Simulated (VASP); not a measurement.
A run of VASP 6.6.1:

INCAR

```
SYSTEM = SiSe2
  ALGO = Normal
  EDIFF = 1E-6
  ENCUT = 500
  GGA = PE
  GGA_COMPAT = .False.
  ISIF = 2
  ISMEAR = 0
  IVDW = 12
  LASPH = .True.
  LCHARG = .False.
  LREAL = .False.
  LWAVE = .False.
  NBANDS = 25
  NELM = 120
  PREC = Accurate
  SIGMA = 0.02
```

Contents of KPOINTS:

```
k-points
0
Gamma
  6 6 6
  0 0 0
```

Contents of POSCAR:

```
SiSe2
1.0
   -2.9250317313      4.7519660242      2.9184616666
    2.9250317313     -4.7519660242      2.9184616666
    2.9250317313      4.7519660242     -2.9184616666
Si Se
2 4
Direct
    0.7500000000      0.7500000000      0.0000000000
    0.2500000000      0.2500000000      0.0000000000
    0.1261810405      0.2228206306      0.3490016711
    0.8738189595      0.7771793694      0.6509983289
    0.3738189595      0.7228206306      0.0966395901
    0.6261810405      0.2771793694      0.9033604099
```

Potentials or basis: VASP PAW PBE potentials, release 64 (Si, Se).

Run with:

```sh
$ cat potpaw_PBE.64/Si/POTCAR potpaw_PBE.64/Se/POTCAR > POTCAR
$ mpirun -np 1 vasp_std > vasp.out
```

Hardware: 1 thread of Intel(R) Xeon(R) 6975P-C (Granite Rapids) (shared host).

Q: Estimate the wall time of this run.

A: Wall time 90 s on 1 thread of Intel(R) Xeon(R) 6975P-C (Granite Rapids) (shared host), peak memory 0.4 GiB. Counts: scf iterations 12, k points 46.
